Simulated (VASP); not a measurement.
# Te (P-3m1) in VASP: a series of runs

Runs on Te. Level: PBE. Tasks: relaxation of cell and atoms, single point.

Program: VASP 6.6.1. These are calculated values, not measurements. Logs are shortened: lines on timing, memory, paths and dates and some standing lists are left out, and cuts for length are marked.

## (1) The cell of the first run

The structure is trigonal, space group P-3m1 (No. 164). Conventional cell: a = 4.914 Å, b = 4.914 Å, c = 6.530 Å, α = 90.00°, β = 90.00°, γ = 120.00°. Te (site symmetry 3m) has 3 Te at 2.95 Å within 3.9 Å.

## (2) Relaxation of cell and atoms, PBE

INCAR reads:

```
SYSTEM = Te
PREC = Accurate ; ENCUT = 600
EDIFF = 1E-6 ; ISMEAR = 0
SIGMA = 0.1 ; LREAL = .FALSE.
LASPH = .TRUE. ; NELM = 80
ALGO = Normal ; ISIF = 3
LWAVE = .FALSE. ; LCHARG = .FALSE.
GGA = PE ; IBRION = 2
NSW = 90 ; EDIFFG = -0.04
```

KPOINTS reads:

```
regular mesh
0
G
  6 6 4
  0 0 0
```

POSCAR reads:

```
Te
1.0
    4.9137640421      0.0000000000      0.0000000000
   -2.4568820211      4.2554444887      0.0000000000
    0.0000000000      0.0000000000      6.5302389692
Te
2
Direct
    0.3333333333      0.6666666667      0.5612484815
    0.6666666667      0.3333333333      0.4387515185
```

Potentials or basis: VASP PAW PBE potentials, release 64 (Te).

The run is started by

```sh
$ cat potpaw_PBE.64/Te/POTCAR > POTCAR
$ mpirun -np 1 vasp_std > vasp.out
```

OUTCAR:

```text
SYSTEM = Te
   PREC = Accurate
   ENCUT = 600
   EDIFF = 1E-6
   ISMEAR = 0
   LREAL = .FALSE.
   LASPH = .TRUE.
   NELM = 80
   ISIF = 3
   GGA = PE
   IBRION = 2
   NSW = 90
   EDIFFG = -0.04

 ion  position               nearest neighbor table
   1  0.333  0.667  0.561-   2 2.95   2 2.95   2 2.95
   2  0.667  0.333  0.439-   1 2.95   1 2.95   1 2.95

  LATTYP: Found a hexagonal cell.
 ALAT       =     4.9137640421
 C/A-ratio  =     1.3289687729

  Lattice vectors:

 A1 = (   4.9137640421,   0.0000000000,   0.0000000000)
 A2 = (  -2.4568820211,   4.2554444887,   0.0000000000)
 A3 = (   0.0000000000,   0.0000000000,   6.5302389692)

Analysis of symmetry for initial positions (statically):
=====================================================================
 Subroutine PRICEL returns:
 Original cell was already a primitive cell.

 Routine SETGRP: Setting up the symmetry group for a
 hexagonal supercell.

 Subroutine GETGRP returns: Found 12 space group operations
 (whereof 12 operations were pure point group operations)
 out of a pool of 24 trial point group operations.

The static configuration has the point symmetry D_3d.

Analysis of symmetry for dynamics (positions and initial velocities):
=====================================================================
 Subroutine PRICEL returns:
 Original cell was already a primitive cell.

 Routine SETGRP: Setting up the symmetry group for a
 hexagonal supercell.

 Subroutine GETGRP returns: Found 12 space group operations
 (whereof 12 operations were pure point group operations)
 out of a pool of 24 trial point group operations.

The dynamic configuration has the point symmetry D_3d.

 Subroutine INISYM returns: Found 12 space group operations
 (whereof 12 operations are pure point group operations),
 and found     1 'primitive' translations

----------------------------------------------------------------------------------------

                                     Primitive cell

  volume of cell :     136.5489

  direct lattice vectors                    reciprocal lattice vectors
     4.913764042  0.000000000  0.000000000     0.203509976  0.117496539  0.000000000
    -2.456882021  4.255444489  0.000000000     0.000000000  0.234993078  0.000000000
     0.000000000  0.000000000  6.530238969     0.000000000  0.000000000  0.153133753

  length of vectors
     4.913764042  4.913764042  6.530238969     0.234993078  0.234993078  0.153133753

  position of ions in fractional coordinates (direct lattice)
     0.333333333  0.666666667  0.561248482
     0.666666667  0.333333333  0.438751518

  ion indices of the primitive-cell ions
   primitive index   ion index
                 1           1
                 2           2

----------------------------------------------------------------------------------------

 KPOINTS: regular mesh

Automatic generation of k-mesh.
 Grid dimensions read from file:
 generate k-points for:    6    6    4

 Generating k-lattice:

  Cartesian coordinates                     Fractional coordinates (reciprocal lattice)
     0.033918329  0.019582757  0.000000000     0.166666667  0.000000000  0.000000000
     0.000000000  0.039165513  0.000000000     0.000000000  0.166666667  0.000000000
     0.000000000  0.000000000  0.038283438     0.000000000  0.000000000  0.250000000

  Length of vectors
     0.039165513  0.039165513  0.038283438

  Shift w.r.t. Gamma in fractional coordinates (k-lattice)
     0.000000000  0.000000000  0.000000000

 Subroutine IBZKPT returns following result:
 ===========================================

 Found     24 irreducible k-points:

 Following reciprocal coordinates:
            Coordinates               Weight
  0.000000  0.000000  0.000000      1.000000
  0.166667  0.000000  0.000000      6.000000
  0.333333  0.000000  0.000000      6.000000
  0.500000  0.000000  0.000000      3.000000
  0.166667  0.166667  0.000000      6.000000
  0.333333  0.166667  0.000000     12.000000
[... 16 lines left out ...]
  0.333333  0.166667  0.500000     12.000000
  0.333333  0.333333  0.500000      2.000000
   k-points           NKPTS =     24   k-points in BZ     NKDIM =     24   number of bands    NBANDS=     10
   number of dos      NEDOS =    301   number of ions     NIONS =      2
   total plane-waves  NPLWV =  86400
   dimension x,y,z NGX =    40 NGY =   40 NGZ =   54
   dimension x,y,z NGXF=    80 NGYF=   80 NGZF=  108
   ions per type =               2
   NGX,Y,Z   is equivalent  to a cutoff of  13.53, 13.53, 13.75 a.u.
   NGXF,Y,Z  is equivalent  to a cutoff of  27.07, 27.07, 27.49 a.u.
 SYSTEM =  Te
   PREC   = accura    normal or accurate (medium, high low for compatibility)
   ISTART =      0    job   : 0-new  1-cont  2-samecut
   ICHARG =      2    charge: 1-file 2-atom 10-const
   ISPIN  =      1    spin polarized calculation?
   LNONCOLLINEAR =      F non collinear calculations
   LSORBIT =      F    spin-orbit coupling
   LASPH  =      T    aspherical Exc in radial PAW
   ENCUT  =  600.0 eV  44.10 Ry    6.64 a.u.   9.81  9.81 13.04*2*pi/ulx,y,z
   NELM   =     80;   NELMIN=  2; NELMDL= -5     # of ELM steps
   EDIFF  = 0.1E-05   stopping-criterion for ELM
   LREAL  =      F    real-space projection
   EDIFFG = -.4E-01   stopping-criterion for IOM
   NSW    =     90    number of steps for IOM
   IBRION =      2    ionic relax: 0-MD 1-quasi-New 2-CG
   NFREE  =      1    steps in history (QN), initial steepest desc. (CG)
   ISIF   =      3    stress and relaxation
   ISYM   =      2    0-nonsym 1-usesym 2-fastsym
   POTIM  = 0.5000    time-step for ionic-motion
   TEBEG  =    0.0;   TEEND  =   0.0 temperature during run
   PSTRESS=    0.0 pullay stress
   NELECT =      12.0000    total number of electrons
   NUPDOWN=      -1.0000    fix difference up-down
   EMIN   =  10.00;   EMAX   =-10.00  energy-range for DOS
   EFERMI =   0.00;   METHOD = LEGACY
   ISMEAR =     0;   SIGMA  =   0.10  broadening in eV -4-tet -1-fermi 0-gaus
   EFERMI_NEDOS =   21; number of points for ismear=-14 and -15
   IALGO  =     38    algorithm
   IMIX   =      4    mixing-type and parameters
     AMIX     =   0.40;   BMIX     =  1.00
     AMIX_MAG =   1.60;   BMIX_MAG =  1.00
  volume/ion in A,a.u.               =      68.27       460.74
  Fermi-wavevector in a.u.,A,eV,Ry     =   0.727845  1.375428  7.207808  0.529759
  Thomas-Fermi vector in A             =   1.819171
   LORBIT       =      0    0 simple, 1 ext, 2 COOP (PROOUT), +10 PAW based schemes
   GGA     = PE    functional components
   LHFCALC =     F    Hartree Fock is set to
   AEXX    =    0.0000 exact exchange contribution
   IVDW    =     0    specifies the selected vdW correction
   LEPSILON=     F    determine dielectric tensor
   LRPA    =     F    only Hartree local field effects (RPA)
 conjugate gradient relaxation of ions
 non-spin polarized calculation
 Gauss-broadening in eV      SIGMA  =   0.10
  energy-cutoff  :      600.00
  volume of cell :      136.55
 maximum number of plane-waves:      4580
 NGX is ok and might be reduce to    40
   NGX = 19   NGY = 19   NGZ = 27

--------------------------------------- Ionic step        1  -------------------------------------------

 number of electron      12.0000000 magnetization

 Free energy of the ion-electron system (eV)
  ---------------------------------------------------
  ext. energy  EPLUGINS =         0.00000000
  ---------------------------------------------------
  free energy    TOTEN  =        -5.72866615 eV

  energy without entropy =       -5.72720841  energy(sigma->0) =       -5.72793728

------------------------ aborting loop because EDIFF is reached ----------------------------------------

  FORCE on cell =-STRESS in cart. coord.  units (eV):
  Direction    XX          YY          ZZ          XY          YZ          ZX
  --------------------------------------------------------------------------------------
  -------------------------------------------------------------------------------------
  Total        0.1913578      0.1913578     -0.0241850     -0.0000000      0.0000000      0.0000000
  in kB        2.2452697      2.2452697     -0.2837707     -0.0000000      0.0000000      0.0000000
  external PRESSURE =       1.4022563 kB  Pullay stress =       0.0000000 kB

 VOLUME and BASIS-vectors are now :
 -----------------------------------------------------------------------------
  energy-cutoff  :      600.00
  volume of cell :      136.55
      direct lattice vectors                 reciprocal lattice vectors
     4.913764042  0.000000000  0.000000000     0.203509976  0.117496539  0.000000000
    -2.456882021  4.255444489  0.000000000     0.000000000  0.234993078  0.000000000
     0.000000000  0.000000000  6.530238969     0.000000000  0.000000000  0.153133753
[... 37 lines left out ...]
 POSITION                                       TOTAL-FORCE (eV/Angst)
 -----------------------------------------------------------------------------------
     -0.00000      2.85006      3.66414        -0.000000      0.000000     -0.023224
      2.46822      1.42503      2.86229         0.000000     -0.000000      0.023224
 -----------------------------------------------------------------------------------
    total drift:                                0.000000      0.000000      0.000000

  FREE ENERGIE OF THE ION-ELECTRON SYSTEM (eV)
  ---------------------------------------------------
  free  energy   TOTEN  =        -5.7290569219 eV

  energy  without entropy=       -5.7274963208  energy(sigma->0) =       -5.72827662

--------------------------------------- Ionic step        3  -------------------------------------------

 number of electron      12.0000000 magnetization

 Free energy of the ion-electron system (eV)
  ---------------------------------------------------
  ext. energy  EPLUGINS =         0.00000000
  ---------------------------------------------------
  free energy    TOTEN  =        -5.72924530 eV

  energy without entropy =       -5.72773026  energy(sigma->0) =       -5.72848778

 E-fermi :   0.7826     XC(G=0):  -5.7574

 val. band max:        0.6628291895   @ k =   0.0000   0.0000   0.5000
 cond. band min:       0.9054604859   @ k =   0.1667   0.0000   0.0000
 fundamental gap:      0.2426312964
 Fermi energy:         0.7825546786

 k-point     1 :       0.0000    0.0000    0.0000
  band No.  band energies     occupation
      1     -12.2942      2.00000
      2      -8.0954      2.00000
      3      -3.0318      2.00000
      4      -3.0318      2.00000
      5      -1.9215      2.00000
      6       0.2679      2.00000
      7       0.6596      1.91794
      8       0.6596      1.91794
      9       4.0489      0.00000
     10       6.3466      0.00000

 k-point     2 :       0.1667    0.0000    0.0000
  band No.  band energies     occupation
      1     -12.1281      2.00000
      2      -8.5273      2.00000
      3      -3.2482      2.00000
      4      -3.0873      2.00000
      5      -1.3967      2.00000
      6      -0.1175      2.00000
      7       0.9055      0.08218
      8       1.1373      0.00000
      9       4.2701      0.00000
     10       6.3085      0.00000
[... 306 lines left out ...]
 POSITION                                       TOTAL-FORCE (eV/Angst)
 -----------------------------------------------------------------------------------
     -0.00000      2.84527      3.66448        -0.000000     -0.000000     -0.006023
      2.46407      1.42263      2.86334         0.000000      0.000000      0.006023
 -----------------------------------------------------------------------------------
    total drift:                               -0.000000      0.000000      0.000000

  FREE ENERGIE OF THE ION-ELECTRON SYSTEM (eV)
  ---------------------------------------------------
  free  energy   TOTEN  =        -5.7292452996 eV

  energy  without entropy=       -5.7277302557  energy(sigma->0) =       -5.72848778

 reached required accuracy - stopping structural energy minimisation
```

It took 1.9 min on 1 thread of Oxide Virtual Turin-like, shared host; peak memory 0.27 GiB.

What came out:

- Free energy: -5.7292 eV
- Relaxed cell: a = 4.928 Å, b = 4.928 Å, c = 6.528 Å, α = 90.00°, β = 90.00°, γ = 120.00°
- Space group after relaxing (to 0.05 Å): P-3m1 (No. 164)
- Energy gained by relaxing: 0.3 meV/atom
- Ionic steps: 3
- Pressure after relaxing: 0.0 GPa
- Largest force after relaxing: 0.006 eV/Å
- Band gap on the k mesh: zero (band 6 reaches 1.02 eV, above the bottom of band 7 at 0.66 eV)

Forces in eV/Å, atoms in the order of the input:
```
Te   0.000  0.000 -0.006
Te   0.000  0.000  0.006
```

Step by step:
| step | energy change (eV) | largest force (eV/Å) | pressure (GPa) | volume (Å³) |
| --- | --- | --- | --- | --- |
| 1 | 0.0000 | 0.0246 | 0.14 | 136.55 |
| 2 | -0.0004 | 0.0232 | -0.11 | 137.73 |
| 3 | -0.0006 | 0.0060 | -0.02 | 137.30 |

Final structure:
```yaml
crystal:
  lattice:
    - [4.92815, 0.00000, 0.00000]
    - [-2.46407, 4.26790, 0.00000]
    - [0.00000, 0.00000, 6.52782]
  atoms:
    - { symbol: Te, position: [0.33333, 0.66667, 0.56136] }
    - { symbol: Te, position: [0.66667, 0.33333, 0.43864] }
```

Caveat: spin-orbit coupling is left out, which moves the levels of the heavy elements.

## (3) Single point, PBE

This run uses another cell than the first one, of 53.63 Å³/atom, 0.786 times its volume.

INCAR reads:

```
SYSTEM = Te
PREC = Accurate
ENCUT = 520
EDIFF = 1E-6
ISMEAR = 0
SIGMA = 0.1
LREAL = .False.
LASPH = .True.
NELM = 60
ALGO = Normal
ISIF = 2
LWAVE = .False.
LCHARG = .True.
GGA = PE
LELF = .True.
LVHAR = .True.
NBANDS = 13
```

KPOINTS reads:

```
regular mesh
0
Gamma
  12 12 10
  0 0 0
```

POSCAR reads:

```
Te
1.0
    4.9625676319      0.0000000000      0.0000000000
   -2.4812838160      4.2977096372      0.0000000000
    0.0000000000      0.0000000000      5.0291821087
Te
2
Direct
    0.3333333333      0.6666666667      0.5752120749
    0.6666666667      0.3333333333      0.4247879251
```

Potentials or basis: VASP PAW PBE potentials, release 64 (Te).

The run is started by

```sh
$ cat potpaw_PBE.64/Te/POTCAR > POTCAR
$ mpirun -np 1 vasp_std > vasp.out
```

Wall time 4.9 min (1 thread of Oxide Virtual Turin-like, shared host); peak memory 0.33 GiB.

It converged, with:

```
Free energy            : -5.7389 eV
Pressure               : 0.0 GPa
Band gap on the k mesh : zero (band 6 reaches 2.40 eV, above the bottom of band 7 at 2.10 eV)
```

Levels at points of the mesh, in eV from the Fermi level:
| k point | band 3 | band 4 | band 5 | band 6 | band 7 | band 8 | band 9 | band 10 |
| --- | --- | --- | --- | --- | --- | --- | --- | --- |
| (0.00, 0.00, 0.00) | -3.74 | -3.74 | -2.23 | -0.35 | -0.03 | -0.03 | 3.69 | 5.76 |
| (0.50, 0.00, 0.00) | -4.43 | -3.32 | -1.50 | -1.15 | 1.76 | 2.01 | 4.67 | 4.89 |
| (0.00, 0.00, 0.50) | -3.68 | -3.68 | -3.07 | -0.15 | 0.02 | 0.02 | 5.45 | 6.00 |
| (0.50, 0.00, 0.50) | -4.36 | -3.60 | -2.06 | -1.48 | 1.78 | 1.88 | 4.81 | 5.95 |

Caveat: spin-orbit coupling is left out, which moves the levels of the heavy elements; this functional lacks dispersion, which binds the layers, so the pressure and a relaxed spacing across them are unreliable.

(Part 1 of 2 ends here.)
